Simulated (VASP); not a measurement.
A run of VASP 6.6.1:

INCAR

```
ALGO = Normal
DIPOL = 0.5 0.5 0.393
EDIFF = 1E-7
ENCUT = 520
GGA = PE
IDIPOL = 3
ISIF = 2
ISMEAR = 0
LASPH = T
LCHARG = F
LDIPOL = T
LREAL = F
LWAVE = F
NBANDS = 42
NELM = 60
PREC = Accurate
SIGMA = 0.1
```

File KPOINTS:

```
k-points
0
Gamma
  9 9 1
```

The input POSCAR:

```
Ti5S
1.0
    2.9381632086      0.0000000000      0.0000000000
   -1.4690816043      2.5445239791      0.0000000000
    0.0000000000      0.0000000000     24.7117068140
Ti S
5 1
Direct
    0.6666666667      0.3333333333      0.1618666015
    0.3333333333      0.6666666667      0.2559609806
    0.6666666667      0.3333333333      0.3506708119
    0.3333333333      0.6666666667      0.4475655916
    0.6666666667      0.3333333333      0.5346335206
    1.3333333333      0.6666666667      0.6043856671
```

Potentials or basis: VASP PAW PBE potentials, release 64 (Ti_sv, S).

Command:

```bash
$ cat potpaw_PBE.64/Ti_sv/POTCAR potpaw_PBE.64/S/POTCAR > POTCAR
$ mpirun -np 1 vasp_std > vasp.out
```

Hardware: 1 thread of Intel(R) Xeon(R) 6975P-C (Granite Rapids) (shared host).

Problem. How long does it take, and how much memory?

Solution. Run time: 2.7 min on 1 thread of Intel(R) Xeon(R) 6975P-C (Granite Rapids), with other jobs on the host, peak memory 0.34 GiB. Counts: scf iterations 38, k points 12.
